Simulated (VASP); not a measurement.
A run of VASP 6.6.1 is set up as follows.

The input INCAR:

```
  ALGO = Fast
  EDIFF = 1E-6
  ENCUT = 520
  GGA = PS
  ISIF = 2
  ISMEAR = 0
  LASPH = T
  LCHARG = T
  LELF = T
  LREAL = F
  LVHAR = T
  LWAVE = F
  NBANDS = 14
  NELM = 60
  PREC = Accurate
  SIGMA = 0.15
```

The input KPOINTS:

```
k-points
0
Gamma
  18 18 10
```

The input POSCAR:

```
TiAl
1.0
    2.8672622327      0.0000000000      0.0000000000
   -1.4336311163      2.4831219328      0.0000000000
    0.0000000000      0.0000000000      4.6780830000
Ti Al
1 1
Direct
    0.2333979206      0.1708591363     -0.1282576645
    0.3333333333      0.6666666667      0.5000000000
```

Potentials or basis: VASP PAW PBE potentials, release 64 (Ti_sv, Al).

The run is started by

```sh
$ cat potpaw_PBE.64/Ti_sv/POTCAR potpaw_PBE.64/Al/POTCAR > POTCAR
$ mpirun -np 1 vasp_std > vasp.out
```

Estimate the pressure.

17.5 GPa.

Estimate the band gap on the k mesh.

zero (an odd number of electrons rules out a gap without spin polarisation).

Forces on the atoms (eV/Å):
```
Ti   0.185 -1.640  6.145
Al  -0.185  1.640 -6.145
```

Caveat: the cell differs from its parent crystal (atom 1 (Ti) moved by (+0.600, -0.600) A along [1 1 0] and z); the cell stands under pressure; the PAW data sets were made with another functional, which shifts forces and pressure a little.
